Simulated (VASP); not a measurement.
Wanted: the native input for a VASP 6.6.1 run.

```
Task                   : single point
Functional             : r2SCAN
Potentials or basis    : VASP PAW PBE potentials, release 64 (Ce, O)
Cutoff                 : 520 eV
k mesh                 : 8 × 8 × 8
Occupations            : gaussian, width 0.05 eV
Spin                   : no spin polarisation
Dipole correction      : no
Further INCAR settings : ALGO = Normal; EDIFF = 1e-06; NBANDS = 19
```

The system is CeO2.

```
CELL_PARAMETERS angstrom
0.00000 2.71868 2.71868
2.71868 0.00000 2.71868
2.71868 2.71868 0.00000
ATOMIC_POSITIONS crystal
Ce 0.00000 0.00000 0.00000
O 0.25000 0.25000 0.25000
O 0.75000 0.75000 0.75000
```

One way to write it, as run:

POSCAR

```
CeO2
1.0
    0.0000000000      2.7186832862      2.7186832862
    2.7186832862      0.0000000000      2.7186832862
    2.7186832862      2.7186832862      0.0000000000
Ce O
1 2
Direct
    0.0000000000      0.0000000000      0.0000000000
    0.2500000000      0.2500000000      0.2500000000
    0.7500000000      0.7500000000      0.7500000000
```

INCAR.step1

```
SYSTEM = CeO2
PREC = Accurate
ENCUT = 520
ISMEAR = 0
SIGMA = 0.05
LREAL = .False.
LASPH = .True.
NELM = 80
NBANDS = 19
GGA = PE
ALGO = Normal
EDIFF = 1E-4
LWAVE = .True.
LCHARG = .False.
```

INCAR.step2

```
SYSTEM = CeO2
PREC = Accurate
ENCUT = 520
EDIFF = 1E-6
ISMEAR = 0
SIGMA = 0.05
LREAL = .False.
LASPH = .True.
NELM = 80
ALGO = Normal
ISIF = 2
LWAVE = .False.
LCHARG = .False.
METAGGA = R2SCAN
LMIXTAU = .True.
NBANDS = 19
ISTART = 1
```

KPOINTS

```
Automatic mesh
0
Gamma
  8 8 8
  0 0 0
```

Potentials or basis: VASP PAW PBE potentials, release 64 (Ce, O).

The run is started by

```bash
$ cat potpaw_PBE.64/Ce/POTCAR potpaw_PBE.64/O/POTCAR > POTCAR
$ cp INCAR.step1 INCAR
$ mpirun -np 1 vasp_std > vasp.out
$ cp INCAR.step2 INCAR
$ mpirun -np 1 vasp_std > vasp.out
```

Results of the run:

```json
{"Pressure": "-0.2 GPa", "Band gap on the k mesh": "2.16 eV (least direct gap 2.29 eV)"}
```

Caveat: the PAW data sets were made with another functional, which shifts forces and pressure a little; spin-orbit coupling is left out, which moves the levels of the heavy elements.

Run time: 3.6 min on 1 thread of Intel(R) Xeon(R) Platinum 8375C CPU @ 2.90GHz (Ice Lake), on a shared host, peak memory 0.19 GiB.
